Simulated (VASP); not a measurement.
Write the native input for VASP 6.6.1 that does the following.

* Task: single point
* Functional: PBEsol
* Potentials or basis: VASP PAW PBE potentials, release 64 (Ca_sv)
* Cutoff: 520 eV
* k mesh: 14 × 14 × 14
* Occupations: gaussian, width 0.15 eV
* Spin: no spin polarisation
* Dipole correction: no
* Further INCAR settings: ALGO = Fast; EDIFF = 1e-07; NBANDS = 11

The structure of Ca lies in POSCAR:

```
Ca
1.0
    0.0000000000      2.7942000000      2.7942000000
    2.5147800000      0.0000000000      2.7942000000
    2.5147800000      2.7942000000      0.0000000000
Ca
1
Direct
    0.0000000000      0.0000000000      0.0000000000
```

This cell differs from its parent crystal: strain -0.1000 x Voigt [1, 0, 0, 0, 0, 0].

One way to write it, as run:

INCAR

```
SYSTEM = Ca
ALGO = Fast
EDIFF = 1E-7
ENCUT = 520
GGA = PS
ISIF = 2
ISMEAR = 0
LASPH = .True.
LCHARG = .False.
LREAL = .False.
LWAVE = .False.
NBANDS = 11
NELM = 80
PREC = Accurate
SIGMA = 0.15
```

KPOINTS

```
k-points
0
Gamma
  14 14 14
  0 0 0
```

Potentials or basis: VASP PAW PBE potentials, release 64 (Ca_sv).

Command:

```console
$ cat potpaw_PBE.64/Ca_sv/POTCAR > POTCAR
$ mpirun -np 1 vasp_std > vasp.out
```

Results of the run:

| Quantity | Value |
| --- | --- |
| Pressure | 0.6 GPa |
| Band gap on the k mesh | zero (bands 5 and 6 overlap by 0.23 eV) |

Caveat: the cell differs from its parent crystal (strain -0.1000 x Voigt [1, 0, 0, 0, 0, 0]); the PAW data sets were made with another functional, which shifts forces and pressure a little.

Wall time 99 s on 1 thread of Intel(R) Xeon(R) Platinum 8488C (Sapphire Rapids) (shared host), peak memory 0.23 GiB.
